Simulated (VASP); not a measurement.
# CoO (I4/mmm) in VASP: a series of runs, part 2 of 2

VASP 6.6.1. The steps go on from the part before.

## 4. Single point, PBEsol, collinear spin, ferromagnetic start (equal xx and yy strain of +3 %)

INCAR reads:

```
PREC = Accurate
ENCUT = 520
EDIFF = 1E-6
ISMEAR = -1
SIGMA = 0.05
LREAL = False
LASPH = True
NELM = 150
ALGO = Normal
ISIF = 2
LWAVE = False
LCHARG = True
ISPIN = 2
MAGMOM = 2 0
LORBIT = 11
LMAXMIX = 4
GGA = PS
LELF = True
LVHAR = True
NBANDS = 18
```

KPOINTS reads:

```
regular mesh
0
Gamma
  16 16 16
```

POSCAR reads:

```
CoO
1.0
    0.0000000000      2.1954450000      2.1315000000
    2.1954450000      0.0000000000      2.1315000000
    2.1954450000      2.1954450000      0.0000000000
Co O
1 1
Direct
    0.0000000000      0.0000000000      0.0000000000
    0.5000000000      0.5000000000      0.5000000000
```

Potentials or basis: VASP PAW PBE potentials, release 64 (Co, O).

On the command line:

```
$ cat potpaw_PBE.64/Co/POTCAR potpaw_PBE.64/O/POTCAR > POTCAR
$ mpirun -np 1 vasp_std > vasp.out
```

OUTCAR:

```text
PREC = Accurate
   ENCUT = 520
   EDIFF = 1E-6
   ISMEAR = -1
   LREAL = False
   LASPH = True
   NELM = 150
   ISIF = 2
   ISPIN = 2
   LORBIT = 11
   GGA = PS

 ion  position               nearest neighbor table
   1  0.000  0.000  0.000-   2 2.13   2 2.13   2 2.20   2 2.20   2 2.20   2 2.20
   2  0.500  0.500  0.500-   1 2.13   1 2.13   1 2.20   1 2.20   1 2.20   1 2.20

  LATTYP: Found a body centered tetragonal cell.
 ALAT       =     3.1048280944
 C/A-ratio  =     1.3730228761

  Lattice vectors:

 A1 = (   0.0000000000,  -2.1954450000,  -2.1315000000)
 A2 = (   0.0000000000,   2.1954450000,  -2.1315000000)
 A3 = (   2.1954450000,   0.0000000000,   2.1315000000)

Analysis of symmetry for initial positions (statically):
=====================================================================
 Subroutine PRICEL returns:
 Original cell was already a primitive cell.

 Routine SETGRP: Setting up the symmetry group for a
 body centered tetragonal supercell.

 Subroutine GETGRP returns: Found 16 space group operations
 (whereof 16 operations were pure point group operations)
 out of a pool of 16 trial point group operations.

The static configuration has the point symmetry D_4h.

Analysis of symmetry for dynamics (positions and initial velocities):
=====================================================================
 Subroutine PRICEL returns:
 Original cell was already a primitive cell.

 Routine SETGRP: Setting up the symmetry group for a
 body centered tetragonal supercell.

 Subroutine GETGRP returns: Found 16 space group operations
 (whereof 16 operations were pure point group operations)
 out of a pool of 16 trial point group operations.

The dynamic configuration has the point symmetry D_4h.

Analysis of structural, dynamic, and magnetic symmetry:
=====================================================================
[... 149 lines left out ...]
 Free energy of the ion-electron system (eV)
  ---------------------------------------------------
  ext. energy  EPLUGINS =         0.00000000
  ---------------------------------------------------
  free energy    TOTEN  =       -13.84616743 eV

  energy without entropy =      -13.81251891  energy(sigma->0) =      -13.82934317

 E-fermi :   6.9831     XC(G=0): -12.3112

 val. band max:        6.9822640221   @ k =  -0.3750   0.0625   0.3750
 cond. band min:       6.9832900534   @ k =  -0.2500   0.0000   0.2500
 fundamental gap:      0.0010260313
 Fermi energy:         6.9831274466

 spin component 1

 k-point     1 :       0.0000    0.0000    0.0000
  band No.  band energies     occupation
      1     -12.7123      1.00000
      2       3.7140      1.00000
      3       3.7248      1.00000
      4       3.8370      1.00000
      5       3.8370      1.00000
      6       3.9360      1.00000
[... 493 lines left out ...]
     17      29.2883      0.00000
     18      32.2106      0.00000

 [... further k-points ...]

 spin component 2

 k-point     1 :       0.0000    0.0000    0.0000
  band No.  band energies     occupation
      1     -12.1556      1.00000
      2       4.5371      1.00000
      3       4.6688      1.00000
      4       4.6688      1.00000
      5       5.9662      1.00000
      6       5.9663      1.00000
[... 493 lines left out ...]
     17      30.1358      0.00000
     18      33.0615      0.00000

 [... further k-points ...]

------------------------ aborting loop because EDIFF is reached ----------------------------------------

  FORCE on cell =-STRESS in cart. coord.  units (eV):
  Direction    XX          YY          ZZ          XY          YZ          ZX
  --------------------------------------------------------------------------------------
  -------------------------------------------------------------------------------------
  Total       -2.4298439     -2.4298439     -2.4568339      0.0000000      0.0000000      0.0000000
  in kB     -189.4647862   -189.4647862   -191.5693022      0.0000000      0.0000000      0.0000000
  external PRESSURE =    -190.1662915 kB  Pullay stress =       0.0000000 kB

 VOLUME and BASIS-vectors are now :
 -----------------------------------------------------------------------------
  energy-cutoff  :      520.00
  volume of cell :       20.55
      direct lattice vectors                 reciprocal lattice vectors
     0.000000000  2.195445000  2.131500000    -0.227744261  0.227744261  0.234576589
     2.195445000  0.000000000  2.131500000     0.227744261 -0.227744261  0.234576589
     2.195445000  2.195445000  0.000000000     0.227744261  0.227744261 -0.234576589

 POSITION                                       TOTAL-FORCE (eV/Angst)
 -----------------------------------------------------------------------------------
      0.00000      0.00000      0.00000         0.000000      0.000000      0.000000
      2.19544      2.19544      2.13150        -0.000000     -0.000000      0.000000
 -----------------------------------------------------------------------------------
    total drift:                                0.000000     -0.000000     -0.000000

  FREE ENERGIE OF THE ION-ELECTRON SYSTEM (eV)
  ---------------------------------------------------
  free  energy   TOTEN  =       -13.8461674305 eV

  energy  without entropy=      -13.8125189139  energy(sigma->0) =      -13.82934317

 total charge

# of ion       s       p       d       tot
------------------------------------------
    1        0.282   0.323   7.103   7.709
    2        1.551   3.371   0.000   4.922
--------------------------------------------------
tot          1.833   3.694   7.103  12.630

 magnetization (x)

# of ion       s       p       d       tot
------------------------------------------
    1        0.019   0.016   2.570   2.605
    2        0.027   0.298   0.000   0.325
--------------------------------------------------
tot          0.046   0.314   2.570   2.930
```

Run time: 6.5 min. Hardware: 1 thread of Intel Xeon 8259CL, shared host; peak memory 0.28 GiB.

Results:

- Free energy: -13.8462 eV
- Pressure: -19.0 GPa
- Band gap on the k mesh: zero (filled and empty bands overlap)
- Net moment: 2.99 μB per cell
- Site moments: Co +2.60; O +0.33 μB
- Valence electrons inside the program's atomic spheres: Co 7.71; O 4.92

Stress tensor (GPa, compression positive):
```
-18.95   0.00   0.00
  0.00 -18.95   0.00
  0.00   0.00 -19.16
```

Levels at points of the mesh, in eV from the Fermi level:
Spin up:
```csv
k point,band 7,band 8,band 9,band 10,band 11,band 12
"(0.00, 0.00, 0.00)",-2.95,-2.95,-2.91,0.55,16.39,17.42
"(0.50, 0.00, 0.00)",-1.90,-0.17,0.01,4.72,8.63,12.51
"(0.50, 0.50, 0.00)",-2.53,-2.22,-2.22,5.32,9.50,10.98
"(0.50, 0.00, 0.50)",-2.54,-2.20,-2.09,5.29,9.12,11.30
```
Spin down:
```csv
k point,band 3,band 4,band 5,band 6,band 7,band 8,band 9,band 10
"(0.00, 0.00, 0.00)",-2.31,-2.31,-1.02,-1.02,-0.92,-0.10,-0.04,1.14
"(0.50, 0.00, 0.00)",-4.36,-4.28,-0.14,-0.06,0.19,2.34,2.49,5.03
"(0.50, 0.50, 0.00)",-3.61,-3.61,-2.02,0.14,0.14,0.43,0.72,6.16
"(0.50, 0.00, 0.50)",-3.64,-3.41,-2.01,0.09,0.17,0.34,0.75,6.14
```

Caveat: the cell differs from its parent crystal (equal xx and yy strain of +3 %); the cell stands under tension; the PAW data sets were made with another functional, which shifts forces and pressure a little; a cell with one magnetic atom can't hold antiferromagnetic order, which such compounds often take; semilocal functionals often make such compounds metallic where correlation or magnetic order opens a gap, which also shifts bond lengths.

## 5. Overview

```tsv
cell	gap on the mesh (eV)	pressure (GPa)	moment (μB)
a = 2.984, b = 2.984, c = 2.954 Å, angles 60.3, 60.3, 59.3°, 2 atoms	none	-5.1	2.82
a = 3.030, b = 3.030, c = 3.045 Å, angles 59.8, 59.8, 60.3°, 2 atoms	none	-14.4	2.97
a = 3.060, b = 3.060, c = 3.105 Å, angles 59.5, 59.5, 61.0°, 2 atoms	none	-19.0	2.99
```

Alike in all rows: task single point; level PBEsol; potentials or basis VASP PAW PBE potentials, release 64 (Co, O); spin collinear, ferromagnetic start; k mesh 16 × 16 × 16; cutoff (eV) 520; smearing fermi-dirac 0.05 eV.

Caveats: the cell stands under tension; the PAW data sets were made with another functional, which shifts forces and pressure a little; a cell with one magnetic atom can't hold antiferromagnetic order, which such compounds often take; semilocal functionals often make such compounds metallic where correlation or magnetic order opens a gap, which also shifts bond lengths.

Total energies depend on the potentials used, so only differences within one code and one set of settings carry meaning.
